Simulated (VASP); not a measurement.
# Ta in VASP: further runs

The runs below take Ta through single point, with PBE.

All numbers are computed with VASP 6.6.1; they aren't measurements. Logs are shortened: lines on timing, memory, paths and dates and some standing lists are left out, and cuts for length are marked.

### 1 The cell of the first run

The cell holds a wire or tube with vacuum around it, 6 atoms: a = 11.300 Å, b = 12.600 Å, c = 4.178 Å, α = 90.00°, β = 90.00°, γ = 90.00°.

### 2 Single point, PBE

File INCAR:

```
SYSTEM = Ta
PREC     = Accurate       ! precision mode
ENCUT    = 520            ! plane-wave cutoff, eV
EDIFF    = 1E-6           ! SCF threshold, eV
ISMEAR   = 0              ! smearing method
SIGMA    = 0.05           ! smearing width, eV
LREAL    = .False.        ! projectors in reciprocal space
LASPH    = .True.         ! aspherical terms in the spheres
NELM     = 100            ! most SCF steps
ALGO     = Normal         ! electronic algorithm
ISIF     = 2              ! what is computed and relaxed
LWAVE    = .False.        ! write WAVECAR
LCHARG   = .True.         ! write CHGCAR
GGA      = PE             ! functional
LELF     = .True.         ! ELF
LVHAR    = .True.       
NBANDS   = 42             ! bands
```

File KPOINTS:

```
regular mesh
0
Gamma
  1 1 12
  0 0 0
```

File POSCAR:

```
Ta
1.0
   11.3000000000      0.0000000000      0.0000000000
    0.0000000000     12.6000000000      0.0000000000
    0.0000000000      0.0000000000      4.1776617469
Ta
6
Direct
    0.6069153311      0.5000000000      0.0000000000
    0.3930846689      0.5000000000      0.5000000000
    0.4195756305      0.6318368601      0.0000000000
    0.4195756305      0.3681631399      0.0000000000
    0.5804243695      0.6318368601      0.5000000000
    0.5804243695      0.3681631399      0.5000000000
```

Potentials or basis: VASP PAW PBE potentials, release 64 (Ta_pv).

The run is started by

```console
$ cat potpaw_PBE.64/Ta_pv/POTCAR > POTCAR
$ mpirun -np 1 vasp_std > vasp.out
```

OUTCAR:

```text
SYSTEM = Ta
   PREC = Accurate
   ENCUT = 520
   EDIFF = 1E-6
   ISMEAR = 0
   LREAL = .False.
   LASPH = .True.
   NELM = 100
   ISIF = 2
   GGA = PE

 ion  position               nearest neighbor table
   1  0.607  0.500  0.000-   5 2.69   6 2.69   5 2.69   6 2.69   3 2.69   4 2.69   2 3.19   2 3.19

   2  0.393  0.500  0.500-   3 2.69   4 2.69   3 2.69   4 2.69   5 2.69   6 2.69   1 3.19   1 3.19

   3  0.420  0.632  0.000-   2 2.69   2 2.69   1 2.69   5 2.77   5 2.77   4 3.32
   4  0.420  0.368  0.000-   2 2.69   2 2.69   1 2.69   6 2.77   6 2.77   3 3.32
   5  0.580  0.632  0.500-   1 2.69   1 2.69   2 2.69   3 2.77   3 2.77   6 3.32
   6  0.580  0.368  0.500-   1 2.69   1 2.69   2 2.69   4 2.77   4 2.77   5 3.32

  LATTYP: Found a simple orthorhombic cell.
 ALAT       =     4.1776617469
 B/A-ratio  =     2.7048623571
 C/A-ratio  =     3.0160412124

  Lattice vectors:

 A1 = (   0.0000000000,   0.0000000000,   4.1776617469)
 A2 = (  11.3000000000,   0.0000000000,   0.0000000000)
 A3 = (   0.0000000000,  12.6000000000,   0.0000000000)

Analysis of symmetry for initial positions (statically):
=====================================================================
 Subroutine PRICEL returns:
 Original cell was already a primitive cell.

 Routine SETGRP: Setting up the symmetry group for a
 simple orthorhombic supercell.

 Subroutine GETGRP returns: Found  8 space group operations
 (whereof  4 operations were pure point group operations)
 out of a pool of  8 trial point group operations.

The static configuration has the point symmetry C_2v.
 The point group associated with its full space group is D_2h.

Analysis of symmetry for dynamics (positions and initial velocities):
=====================================================================
 Subroutine PRICEL returns:
 Original cell was already a primitive cell.

 Routine SETGRP: Setting up the symmetry group for a
 simple orthorhombic supercell.

 Subroutine GETGRP returns: Found  8 space group operations
 (whereof  4 operations were pure point group operations)
 out of a pool of  8 trial point group operations.

The dynamic configuration has the point symmetry C_2v.
 The point group associated with its full space group is D_2h.

 Subroutine INISYM returns: Found  8 space group operations
 (whereof  4 operations are pure point group operations),
 and found     1 'primitive' translations

----------------------------------------------------------------------------------------

                                     Primitive cell

  volume of cell :     594.8155

  direct lattice vectors                    reciprocal lattice vectors
    11.300000000  0.000000000  0.000000000     0.088495575  0.000000000  0.000000000
     0.000000000 12.600000000  0.000000000     0.000000000  0.079365079  0.000000000
     0.000000000  0.000000000  4.177661747     0.000000000  0.000000000  0.239368350

  length of vectors
    11.300000000 12.600000000  4.177661747     0.088495575  0.079365079  0.239368350

  position of ions in fractional coordinates (direct lattice)
     0.606915331  0.500000000  0.000000000
     0.393084669  0.500000000  0.500000000
     0.419575630  0.631836860  0.000000000
     0.419575630  0.368163140  0.000000000
     0.580424370  0.631836860  0.500000000
     0.580424370  0.368163140  0.500000000

  ion indices of the primitive-cell ions
   primitive index   ion index
                 1           1
                 2           2
                 3           3
                 4           4
                 5           5
                 6           6

----------------------------------------------------------------------------------------

 KPOINTS: regular mesh

Automatic generation of k-mesh.
 Grid dimensions read from file:
 generate k-points for:    1    1   12

 Generating k-lattice:

  Cartesian coordinates                     Fractional coordinates (reciprocal lattice)
     0.088495575  0.000000000  0.000000000     1.000000000  0.000000000  0.000000000
     0.000000000  0.079365079  0.000000000     0.000000000  1.000000000  0.000000000
     0.000000000  0.000000000  0.019947363     0.000000000  0.000000000  0.083333333

  Length of vectors
     0.088495575  0.079365079  0.019947363

  Shift w.r.t. Gamma in fractional coordinates (k-lattice)
     0.000000000  0.000000000  0.000000000

 Subroutine IBZKPT returns following result:
 ===========================================

 Found      7 irreducible k-points:

 Following reciprocal coordinates:
            Coordinates               Weight
  0.000000  0.000000  0.000000      1.000000
  0.000000  0.000000  0.083333      2.000000
  0.000000  0.000000  0.166667      2.000000
  0.000000  0.000000  0.250000      2.000000
  0.000000  0.000000  0.333333      2.000000
  0.000000  0.000000  0.416667      2.000000
  0.000000  0.000000  0.500000      1.000000
   k-points           NKPTS =      7   k-points in BZ     NKDIM =      7   number of bands    NBANDS=     42
   number of dos      NEDOS =    301   number of ions     NIONS =      6
   total plane-waves  NPLWV = 258048
   dimension x,y,z NGX =    84 NGY =   96 NGZ =   32
   dimension x,y,z NGXF=   168 NGYF=  192 NGZF=   64
   ions per type =               6
   NGX,Y,Z   is equivalent  to a cutoff of  12.36, 12.67, 12.73 a.u.
   NGXF,Y,Z  is equivalent  to a cutoff of  24.72, 25.33, 25.47 a.u.
 SYSTEM =  Ta
   PREC   = accura    normal or accurate (medium, high low for compatibility)
   ISTART =      0    job   : 0-new  1-cont  2-samecut
   ICHARG =      2    charge: 1-file 2-atom 10-const
   ISPIN  =      1    spin polarized calculation?
   LNONCOLLINEAR =      F non collinear calculations
   LSORBIT =      F    spin-orbit coupling
   LASPH  =      T    aspherical Exc in radial PAW
   ENCUT  =  520.0 eV  38.22 Ry    6.18 a.u.  21.01 23.43  7.77*2*pi/ulx,y,z
   NELM   =    100;   NELMIN=  2; NELMDL= -5     # of ELM steps
   EDIFF  = 0.1E-05   stopping-criterion for ELM
   LREAL  =      F    real-space projection
[... 7 lines left out ...]
   TEBEG  =    0.0;   TEEND  =   0.0 temperature during run
   PSTRESS=    0.0 pullay stress
   NELECT =      66.0000    total number of electrons
   NUPDOWN=      -1.0000    fix difference up-down
   EMIN   =  10.00;   EMAX   =-10.00  energy-range for DOS
   EFERMI =   0.00;   METHOD = LEGACY
   ISMEAR =     0;   SIGMA  =   0.05  broadening in eV -4-tet -1-fermi 0-gaus
   EFERMI_NEDOS =   21; number of points for ismear=-14 and -15
   IALGO  =     38    algorithm
   IMIX   =      4    mixing-type and parameters
     AMIX     =   0.40;   BMIX     =  1.00
     AMIX_MAG =   1.60;   BMIX_MAG =  1.00
  volume/ion in A,a.u.               =      99.14       669.00
  Fermi-wavevector in a.u.,A,eV,Ry     =   0.786675  1.486600  8.420070  0.618858
  Thomas-Fermi vector in A             =   1.891262
   LORBIT       =      0    0 simple, 1 ext, 2 COOP (PROOUT), +10 PAW based schemes
   GGA     = PE    functional components
   LHFCALC =     F    Hartree Fock is set to
   AEXX    =    0.0000 exact exchange contribution
   IVDW    =     0    specifies the selected vdW correction
   LEPSILON=     F    determine dielectric tensor
   LRPA    =     F    only Hartree local field effects (RPA)
 non-spin polarized calculation
 Gauss-broadening in eV      SIGMA  =   0.05
  energy-cutoff  :      520.00
  volume of cell :      594.82
 maximum number of plane-waves:     16037
   NGX = 43   NGY = 47   NGZ = 15

 number of electron      66.0000000 magnetization

 Free energy of the ion-electron system (eV)
  ---------------------------------------------------
  ext. energy  EPLUGINS =         0.00000000
  ---------------------------------------------------
  free energy    TOTEN  =       -58.28158100 eV

  energy without entropy =      -58.27629675  energy(sigma->0) =      -58.27893888

 E-fermi :  -1.7291     XC(G=0):  -3.8681

 val. band max:       -1.7293724445   @ k =   0.0000   0.0000   0.3333
 cond. band min:      -1.6413685926   @ k =   0.0000   0.0000   0.1667
 fundamental gap:      0.0880038519
 Fermi energy:        -1.7290613049

 k-point     1 :       0.0000    0.0000    0.0000
  band No.  band energies     occupation
      1     -36.4902      2.00000
      2     -36.3623      2.00000
      3     -36.3525      2.00000
      4     -36.1054      2.00000
      5     -35.9875      2.00000
      6     -35.9499      2.00000
[... 34 lines left out ...]
     41       0.5066      0.00000
     42       1.0446      0.00000

 k-point     2 :       0.0000    0.0000    0.0833
  band No.  band energies     occupation
      1     -36.4889      2.00000
      2     -36.3722      2.00000
      3     -36.3549      2.00000
      4     -36.0842      2.00000
      5     -36.0742      2.00000
      6     -36.0261      2.00000
[... 34 lines left out ...]
     41       0.4172      0.00000
     42       0.8358      0.00000

 k-point     3 :       0.0000    0.0000    0.1667
  band No.  band energies     occupation
      1     -36.4857      2.00000
      2     -36.3946      2.00000
      3     -36.3624      2.00000
      4     -36.1853      2.00000
      5     -36.1044      2.00000
      6     -36.0310      2.00000
[... 34 lines left out ...]
     41       0.3223      0.00000
     42       0.4148      0.00000

 k-point     4 :       0.0000    0.0000    0.2500
  band No.  band energies     occupation
      1     -36.4826      2.00000
      2     -36.4193      2.00000
      3     -36.3752      2.00000
      4     -36.2785      2.00000
      5     -36.1540      2.00000
      6     -35.9765      2.00000
[... 34 lines left out ...]
     41       0.3116      0.00000
     42       0.4821      0.00000

 k-point     5 :       0.0000    0.0000    0.3333
  band No.  band energies     occupation
      1     -36.4806      2.00000
      2     -36.4416      2.00000
      3     -36.3912      2.00000
      4     -36.3468      2.00000
      5     -36.1703      2.00000
      6     -35.9907      2.00000
[... 34 lines left out ...]
     41       0.3195      0.00000
     42       0.3966      0.00000

 k-point     6 :       0.0000    0.0000    0.4167
  band No.  band energies     occupation
      1     -36.4779      2.00000
      2     -36.4593      2.00000
      3     -36.4042      2.00000
      4     -36.3887      2.00000
      5     -36.1548      2.00000
      6     -36.0537      2.00000
[... 34 lines left out ...]
     41       0.2521      0.00000
     42       0.2822      0.00000

 k-point     7 :       0.0000    0.0000    0.5000
  band No.  band energies     occupation
      1     -36.4714      2.00000
      2     -36.4714      2.00000
      3     -36.4061      2.00000
      4     -36.4061      2.00000
      5     -36.1134      2.00000
      6     -36.1134      2.00000
[... 34 lines left out ...]
     41       0.2466      0.00000
     42       0.2466      0.00000

------------------------ aborting loop because EDIFF is reached ----------------------------------------

  FORCE on cell =-STRESS in cart. coord.  units (eV):
  Direction    XX          YY          ZZ          XY          YZ          ZX
  --------------------------------------------------------------------------------------
  -------------------------------------------------------------------------------------
  Total        0.1937848      0.0632901      0.0921276      0.0000000      0.0000000      0.0000000
  in kB        0.5219731      0.1704764      0.2481521      0.0000000      0.0000000      0.0000000
  external PRESSURE =       0.3135339 kB  Pullay stress =       0.0000000 kB

 VOLUME and BASIS-vectors are now :
 -----------------------------------------------------------------------------
  energy-cutoff  :      520.00
  volume of cell :      594.82
      direct lattice vectors                 reciprocal lattice vectors
    11.300000000  0.000000000  0.000000000     0.088495575  0.000000000  0.000000000
     0.000000000 12.600000000  0.000000000     0.000000000  0.079365079  0.000000000
     0.000000000  0.000000000  4.177661747     0.000000000  0.000000000  0.239368350

 POSITION                                       TOTAL-FORCE (eV/Angst)
 -----------------------------------------------------------------------------------
      6.85814      6.30000      0.00000         0.004353      0.000000      0.000000
      4.44186      6.30000      2.08883        -0.004353      0.000000      0.000000
      4.74120      7.96114      0.00000        -0.004430      0.009704      0.000000
      4.74120      4.63886      0.00000        -0.004430     -0.009704      0.000000
      6.55880      7.96114      2.08883         0.004430      0.009704      0.000000
      6.55880      4.63886      2.08883         0.004430     -0.009704      0.000000
 -----------------------------------------------------------------------------------
    total drift:                                0.000000      0.000000      0.000000

  FREE ENERGIE OF THE ION-ELECTRON SYSTEM (eV)
  ---------------------------------------------------
  free  energy   TOTEN  =       -58.2815810041 eV

  energy  without entropy=      -58.2762967514  energy(sigma->0) =      -58.27893888
```

Wall time 2.9 min (1 thread of Intel Xeon 6975P-C (Granite Rapids), shared host); peak memory 0.58 GiB.

What came out:

```yaml
Free_energy: -58.2816 eV
Largest_force: 0.011 eV/Å
Band_gap_on_the_k_mesh: zero (bands 33 and 34 overlap by 0.48 eV)
```

Forces on the atoms (eV/Å):
```
Ta   0.004  0.000  0.000
Ta  -0.004  0.000  0.000
Ta  -0.004  0.010  0.000
Ta  -0.004 -0.010  0.000
Ta   0.004  0.010  0.000
Ta   0.004 -0.010  0.000
```

Levels at points of the mesh, in eV from the Fermi level:
```csv
k point,band 29,band 30,band 31,band 32,band 33,band 34,band 35,band 36,band 37,band 38
"(0.00, 0.00, 0.00)",-0.88,-0.67,-0.61,-0.57,-0.32,0.29,0.35,0.38,0.64,1.40
"(0.00, 0.00, 0.50)",-0.76,-0.76,-0.40,-0.40,-0.39,-0.39,0.87,0.87,1.06,1.06
```

Caveat: spin-orbit coupling is left out, which moves the levels of the heavy elements.

### 3 Single point, PBE

This run uses another cell than the first one.

File INCAR:

```
PREC = Accurate
ENCUT = 520
EDIFF = 1E-7
ISMEAR = 0
SIGMA = 0.05
LREAL = False
LASPH = True
NELM = 80
ALGO = Normal
ISIF = 2
LWAVE = False
LCHARG = False
GGA = PE
NBANDS = 42
```

File KPOINTS:

```
Automatic mesh
0
Gamma
  1 1 12
```

File POSCAR:

```
Ta
1.0
   11.3000000000      0.0000000000      0.0000000000
    0.0000000000     12.6000000000      0.0000000000
    0.0000000000      0.0000000000      4.6934773201
Ta
6
Direct
    0.6038379938      0.5000000000      0.0000000000
    0.3961620062      0.5000000000      0.5000000000
    0.3961620062      0.6316980016      0.0000000000
    0.3961620062      0.3683019984      0.0000000000
    0.6038379938      0.6316980016      0.5000000000
    0.6038379938      0.3683019984      0.5000000000
```

Potentials or basis: VASP PAW PBE potentials, release 64 (Ta_pv).

The run is started by

```console
$ cat potpaw_PBE.64/Ta_pv/POTCAR > POTCAR
$ mpirun -np 1 vasp_std > vasp.out
```

It took 4.1 min on 1 thread of Intel Xeon 6975P-C (Granite Rapids), shared host; peak memory 0.63 GiB.

The run converged. Its results:

| Item | Value |
| --- | --- |
| Free energy | -55.0694 eV |
| Largest force | 3.716 eV/Å |
| Band gap on the k mesh | zero (bands 33 and 34 overlap by 0.40 eV) |

Forces on the atoms (eV/Å):
```
Ta  -1.808  0.000  0.000
Ta   1.808  0.000  0.000
Ta   2.485 -2.763  0.000
Ta   2.485  2.763  0.000
Ta  -2.485 -2.763  0.000
Ta  -2.485  2.763  0.000
```

Levels at points of the mesh, in eV from the Fermi level:
| k point | band 30 | band 31 | band 32 | band 33 | band 34 | band 35 | band 36 | band 37 |
| --- | --- | --- | --- | --- | --- | --- | --- | --- |
| (0.00, 0.00, 0.00) | -0.72 | -0.33 | -0.26 | -0.16 | 0.09 | 0.21 | 0.22 | 0.37 |
| (0.00, 0.00, 0.50) | -0.71 | -0.66 | -0.66 | -0.24 | -0.24 | 0.64 | 0.64 | 0.87 |

Caveat: spin-orbit coupling is left out, which moves the levels of the heavy elements.
